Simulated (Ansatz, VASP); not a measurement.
**In in VASP and in Ansatz**

```xyz
1
Lattice="-1.6564 1.6564 2.3454 1.6564 -1.6564 2.3454 1.6564 1.6564 -2.3454" Properties=species:S:1:pos:R:3 pbc="T T T"
In    0.0000    0.0000    0.0000
```

Alike in both runs: functional r2SCAN; dispersion rVV10; k mesh 18 × 18 × 18; occupations gaussian, width 0.1 eV; no spin polarisation.

Ansatz relaxed the structure, and its values are those at the end. VASP's run is a single point on that final structure, the one shown.

|  | VASP | Ansatz |
| --- | --- | --- |
| version | VASP 6.6.1 | Ansatz 0.2.0 |
| potentials or method | VASP PAW PBE potentials, release 64 (In_d), cutoff 520 eV | scalar-relativistic, plane waves, PAW |
| valence electrons in the cell | 13 | 13 |

```csv
,VASP,Ansatz,Ansatz less VASP
gap on the k mesh at the Fermi level (eV),none,none,-
pressure (GPa),0.1,0.0,-0.15
```

VASP's potentials were made for PBE, not for r2SCAN. A gap of «none» marks a metal or a gap that the smearing closes.
